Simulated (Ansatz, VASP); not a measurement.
# Two plane-wave programs on Sn

```
CELL_PARAMETERS angstrom
-2.89431 2.89431 1.56251
2.89431 -2.89431 1.56251
2.89431 2.89431 -1.56251
ATOMIC_POSITIONS crystal
Sn 0.00000 0.00000 0.00000
Sn 0.75000 0.25000 0.50000
```

Alike in both runs: functional LDA; k mesh 30 × 30 × 30; occupations gaussian, width 0.2 eV; no spin polarisation.

Ansatz relaxed the structure, and its values are those at the end. VASP's run is a single point on that final structure, the one shown.

```csv
,VASP,Ansatz
version,VASP 6.6.1,Ansatz 0.2.0
potentials or method,"VASP PAW LDA potentials, release 64 (Sn_d)","scalar-relativistic, plane waves, PAW"
plane-wave cutoff (eV),520,420
valence electrons in the cell,28,28
```

|  | VASP | Ansatz | Ansatz less VASP |
| --- | --- | --- | --- |
| gap on the k mesh at the Fermi level (eV) | none | none | - |
| pressure (GPa) | 0.0 | 0.0 | -0.03 |

LDA's correlation is that of Perdew and Zunger in VASP and of Perdew and Wang (1992) in Ansatz. A gap of «none» marks a metal or a gap that the smearing closes.
